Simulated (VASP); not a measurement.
# Ge (Cmmm) in VASP: a series of runs

Runs on Ge. Level: PBEsol. Tasks: single point.

Program: VASP 6.6.1. These are calculated values, not measurements. Logs are shortened: lines on timing, memory, paths and dates and some standing lists are left out, and cuts for length are marked.

## 1. The cell of the first run

It takes space group Cmmm (No. 65, orthorhombic). Conventional cell: a = 2.950 Å, b = 5.491 Å, c = 2.421 Å, α = 90.00°, β = 90.00°, γ = 90.00°. Ge (site symmetry mmm) has 8 Ge at 2.42 to 3.12 Å within 3.2 Å.

## 2. Single point, PBEsol

File INCAR:

```
PREC = Accurate
ENCUT = 520
EDIFF = 1E-6
ISMEAR = 0
SIGMA = 0.15
LREAL = False
LASPH = True
NELM = 100
ALGO = Normal
ISIF = 2
LWAVE = False
LCHARG = False
GGA = PS
NBANDS = 13
```

File KPOINTS:

```
regular mesh
0
Gamma
  22 22 20
```

File POSCAR:

```
Ge
1.0
    1.4749243616     -2.7452794234      0.0000000000
    1.4749243616      2.7452794234      0.0000000000
    0.0000000000      0.0000000000      2.4211688516
Ge
1
Direct
    0.5000000000      0.5000000000      0.0000000000
```

Potentials or basis: VASP PAW PBE potentials, release 64 (Ge_d).

Command:

```console
$ cat potpaw_PBE.64/Ge_d/POTCAR > POTCAR
$ mpirun -np 1 vasp_std > vasp.out
```

OUTCAR:

```text
PREC = Accurate
   ENCUT = 520
   EDIFF = 1E-6
   ISMEAR = 0
   LREAL = False
   LASPH = True
   NELM = 100
   ISIF = 2
   GGA = PS

 ion  position               nearest neighbor table
   1  0.500  0.500  0.000-

  LATTYP: Found a base centered orthorhombic cell.
 ALAT       =     2.9498487232
 B/A-ratio  =     1.8613018368
 C/A-ratio  =     0.8207772936

  Lattice vectors:

 A1 = (   1.4749243616,  -2.7452794234,   0.0000000000)
 A2 = (   1.4749243616,   2.7452794234,   0.0000000000)
 A3 = (   0.0000000000,   0.0000000000,   2.4211688516)

Analysis of symmetry for initial positions (statically):
=====================================================================
 Subroutine PRICEL returns:
 Original cell was already a primitive cell.

 Routine SETGRP: Setting up the symmetry group for a
 base centered orthorhombic supercell.

 Subroutine GETGRP returns: Found  8 space group operations
 (whereof  8 operations were pure point group operations)
 out of a pool of  8 trial point group operations.

The static configuration has the point symmetry D_2h.

Analysis of symmetry for dynamics (positions and initial velocities):
=====================================================================
 Subroutine PRICEL returns:
 Original cell was already a primitive cell.

 Routine SETGRP: Setting up the symmetry group for a
 base centered orthorhombic supercell.

 Subroutine GETGRP returns: Found  8 space group operations
 (whereof  8 operations were pure point group operations)
 out of a pool of  8 trial point group operations.

The dynamic configuration has the point symmetry D_2h.

 Subroutine INISYM returns: Found  8 space group operations
 (whereof  8 operations are pure point group operations),
 and found     1 'primitive' translations

----------------------------------------------------------------------------------------

                                     Primitive cell

  volume of cell :      19.6070

  direct lattice vectors                    reciprocal lattice vectors
     1.474924362 -2.745279423  0.000000000     0.339000435 -0.182130823  0.000000000
     1.474924362  2.745279423  0.000000000     0.339000435  0.182130823  0.000000000
     0.000000000  0.000000000  2.421168852     0.000000000  0.000000000  0.413023652

  length of vectors
     3.116401929  3.116401929  2.421168852     0.384828444  0.384828444  0.413023652

  position of ions in fractional coordinates (direct lattice)
     0.500000000  0.500000000  0.000000000

  ion indices of the primitive-cell ions
   primitive index   ion index
                 1           1

----------------------------------------------------------------------------------------

 KPOINTS: regular mesh

Automatic generation of k-mesh.
 Grid dimensions read from file:
 generate k-points for:   22   22   20

 Generating k-lattice:

  Cartesian coordinates                     Fractional coordinates (reciprocal lattice)
     0.015409111 -0.008278674  0.000000000     0.045454545 -0.000000000  0.000000000
     0.015409111  0.008278674  0.000000000    -0.000000000  0.045454545  0.000000000
     0.000000000  0.000000000  0.020651183     0.000000000  0.000000000  0.050000000

  Length of vectors
     0.017492202  0.017492202  0.020651183

  Shift w.r.t. Gamma in fractional coordinates (k-lattice)
     0.000000000  0.000000000  0.000000000

 Subroutine IBZKPT returns following result:
 ===========================================

 Found   1463 irreducible k-points:

 Following reciprocal coordinates:
            Coordinates               Weight
  0.000000  0.000000  0.000000      1.000000
  0.045455 -0.000000  0.000000      4.000000
  0.090909 -0.000000  0.000000      4.000000
  0.136364  0.000000  0.000000      4.000000
  0.181818  0.000000  0.000000      4.000000
  0.227273 -0.000000  0.000000      4.000000
[... 16 lines left out ...]
  0.500000  0.045455  0.000000      4.000000
 -0.454545  0.045455  0.000000      4.000000
 [... further k-points ...]
   k-points           NKPTS =   1463   k-points in BZ     NKDIM =   1463   number of bands    NBANDS=     13
   number of dos      NEDOS =    301   number of ions     NIONS =      1
   total plane-waves  NPLWV =  10368
   dimension x,y,z NGX =    24 NGY =   24 NGZ =   18
   dimension x,y,z NGXF=    48 NGYF=   48 NGZF=   36
   ions per type =               1
   NGX,Y,Z   is equivalent  to a cutoff of  12.80, 12.80, 12.36 a.u.
   NGXF,Y,Z  is equivalent  to a cutoff of  25.61, 25.61, 24.72 a.u.
 SYSTEM =  unknown system
   PREC   = accura    normal or accurate (medium, high low for compatibility)
   ISTART =      0    job   : 0-new  1-cont  2-samecut
   ICHARG =      2    charge: 1-file 2-atom 10-const
   ISPIN  =      1    spin polarized calculation?
   LNONCOLLINEAR =      F non collinear calculations
   LSORBIT =      F    spin-orbit coupling
   LASPH  =      T    aspherical Exc in radial PAW
   ENCUT  =  520.0 eV  38.22 Ry    6.18 a.u.   5.79  5.79  4.50*2*pi/ulx,y,z
   NELM   =    100;   NELMIN=  2; NELMDL= -5     # of ELM steps
   EDIFF  = 0.1E-05   stopping-criterion for ELM
   LREAL  =      F    real-space projection
   EDIFFG = 0.1E-04   stopping-criterion for IOM
   NSW    =      0    number of steps for IOM
   IBRION =     -1    ionic relax: 0-MD 1-quasi-New 2-CG
   NFREE  =      0    steps in history (QN), initial steepest desc. (CG)
   ISIF   =      2    stress and relaxation
   ISYM   =      2    0-nonsym 1-usesym 2-fastsym
   POTIM  = 0.5000    time-step for ionic-motion
   TEBEG  =    0.0;   TEEND  =   0.0 temperature during run
   PSTRESS=    0.0 pullay stress
   NELECT =      14.0000    total number of electrons
   NUPDOWN=      -1.0000    fix difference up-down
   EMIN   =  10.00;   EMAX   =-10.00  energy-range for DOS
   EFERMI =   0.00;   METHOD = LEGACY
   ISMEAR =     0;   SIGMA  =   0.15  broadening in eV -4-tet -1-fermi 0-gaus
   EFERMI_NEDOS =   21; number of points for ismear=-14 and -15
   IALGO  =     38    algorithm
   IMIX   =      4    mixing-type and parameters
     AMIX     =   0.40;   BMIX     =  1.00
     AMIX_MAG =   1.60;   BMIX_MAG =  1.00
  volume/ion in A,a.u.               =      19.61       132.31
  Fermi-wavevector in a.u.,A,eV,Ry     =   1.463234  2.765111 29.130796  2.141053
  Thomas-Fermi vector in A             =   2.579353
   LORBIT       =      0    0 simple, 1 ext, 2 COOP (PROOUT), +10 PAW based schemes
   GGA     = PS    functional components
   LHFCALC =     F    Hartree Fock is set to
   AEXX    =    0.0000 exact exchange contribution
   IVDW    =     0    specifies the selected vdW correction
   LEPSILON=     F    determine dielectric tensor
   LRPA    =     F    only Hartree local field effects (RPA)
 non-spin polarized calculation
 Gauss-broadening in eV      SIGMA  =   0.15
  energy-cutoff  :      520.00
  volume of cell :       19.61
 maximum number of plane-waves:       543
   NGX = 11   NGY = 11   NGZ =  9

 number of electron      13.9999998 magnetization

 Free energy of the ion-electron system (eV)
  ---------------------------------------------------
  ext. energy  EPLUGINS =         0.00000000
  ---------------------------------------------------
  free energy    TOTEN  =        -4.55317524 eV

  energy without entropy =       -4.54845584  energy(sigma->0) =       -4.55081554

 E-fermi :   6.1245     XC(G=0): -11.1653

 val. band max:        6.1219253765   @ k =   0.0909  -0.0000   0.3000
 cond. band min:       6.1278167795   @ k =  -0.2727   0.1364   0.0000
 fundamental gap:      0.0058914030
 Fermi energy:         6.1244751744

 k-point     1 :       0.0000    0.0000    0.0000
  band No.  band energies     occupation
      1     -18.8311      2.00000
      2     -18.5909      2.00000
      3     -18.5577      2.00000
      4     -18.4144      2.00000
      5     -18.4006      2.00000
      6      -6.9240      2.00000
      7      10.8673      0.00000
      8      12.0789      0.00000
      9      15.6934      0.00000
     10      17.3761      0.00000
     11      17.5874      0.00000
     12      19.0676      0.00000
     13      19.9069      0.00000

 k-point     2 :       0.0455   -0.0000    0.0000
  band No.  band energies     occupation
      1     -18.8304      2.00000
      2     -18.5894      2.00000
      3     -18.5579      2.00000
      4     -18.4145      2.00000
      5     -18.4011      2.00000
      6      -6.8807      2.00000
      7      10.7016      0.00000
      8      11.6751      0.00000
      9      15.9023      0.00000
     10      17.4168      0.00000
     11      17.7941      0.00000
     12      18.3261      0.00000
     13      21.0350      0.00000

 k-point     3 :       0.0909   -0.0000    0.0000
  band No.  band energies     occupation
      1     -18.8286      2.00000
      2     -18.5850      2.00000
      3     -18.5583      2.00000
      4     -18.4149      2.00000
      5     -18.4025      2.00000
      6      -6.7510      2.00000
      7      10.1230      0.00000
      8      10.8919      0.00000
      9      15.9983      0.00000
     10      17.5383      0.00000
     11      17.6099      0.00000
     12      18.8100      0.00000
     13      22.4245      0.00000
[... 305 lines left out ...]
 k-point    23 :       0.5000    0.0455    0.0000
  band No.  band energies     occupation
      1     -18.8027      2.00000
      2     -18.5817      2.00000
      3     -18.4976      2.00000
      4     -18.4283      2.00000
      5     -18.4174      2.00000
      6      -3.0518      2.00000
      7       0.7545      2.00000
      8       7.5407      0.00000
      9      12.5940      0.00000
     10      20.3728      0.00000
     11      25.5327      0.00000
     12      26.8140      0.00000
     13      27.4942      0.00000

 k-point    24 :      -0.4545    0.0455    0.0000
  band No.  band energies     occupation
      1     -18.8038      2.00000
      2     -18.5807      2.00000
      3     -18.5017      2.00000
      4     -18.4274      2.00000
      5     -18.4169      2.00000
      6      -3.4515      2.00000
      7       1.3336      2.00000
      8       7.5710      0.00000
      9      12.7541      0.00000
     10      20.1586      0.00000
     11      24.8658      0.00000
     12      27.2569      0.00000
     13      27.8810      0.00000

 [... further k-points ...]

------------------------ aborting loop because EDIFF is reached ----------------------------------------

  FORCE on cell =-STRESS in cart. coord.  units (eV):
  Direction    XX          YY          ZZ          XY          YZ          ZX
  --------------------------------------------------------------------------------------
  -------------------------------------------------------------------------------------
  Total       -1.1671679     -1.2446430      2.2289513     -0.0000000      0.0000000      0.0000000
  in kB      -95.3745555   -101.7054007    182.1376735     -0.0000000      0.0000000      0.0000000
  external PRESSURE =      -4.9807609 kB  Pullay stress =       0.0000000 kB

 VOLUME and BASIS-vectors are now :
 -----------------------------------------------------------------------------
  energy-cutoff  :      520.00
  volume of cell :       19.61
      direct lattice vectors                 reciprocal lattice vectors
     1.474924362 -2.745279423  0.000000000     0.339000435 -0.182130823  0.000000000
     1.474924362  2.745279423  0.000000000     0.339000435  0.182130823  0.000000000
     0.000000000  0.000000000  2.421168852     0.000000000  0.000000000  0.413023652

 POSITION                                       TOTAL-FORCE (eV/Angst)
 -----------------------------------------------------------------------------------
      1.47492      0.00000      0.00000         0.000000     -0.000000      0.000000
 -----------------------------------------------------------------------------------
    total drift:                               -0.000000     -0.000000     -0.000000

  FREE ENERGIE OF THE ION-ELECTRON SYSTEM (eV)
  ---------------------------------------------------
  free  energy   TOTEN  =        -4.5531752403 eV

  energy  without entropy=       -4.5484558433  energy(sigma->0) =       -4.55081554
```

Wall time 2 min (1 thread of Intel Xeon 6975P-C, shared host); peak memory 0.43 GiB.

Results:

| Item | Value |
| --- | --- |
| Free energy | -4.5532 eV |
| Pressure | -0.5 GPa |
| Band gap on the k mesh | zero (band 7 reaches 11.47 eV, above the bottom of band 8 at 2.75 eV) |

Stress tensor (GPa, compression positive):
```
 -9.54   0.00   0.00
  0.00 -10.17   0.00
  0.00   0.00  18.21
```

Caveat: the PAW data sets were made with another functional, which shifts forces and pressure a little.

(Part 1 of 2 ends here.)
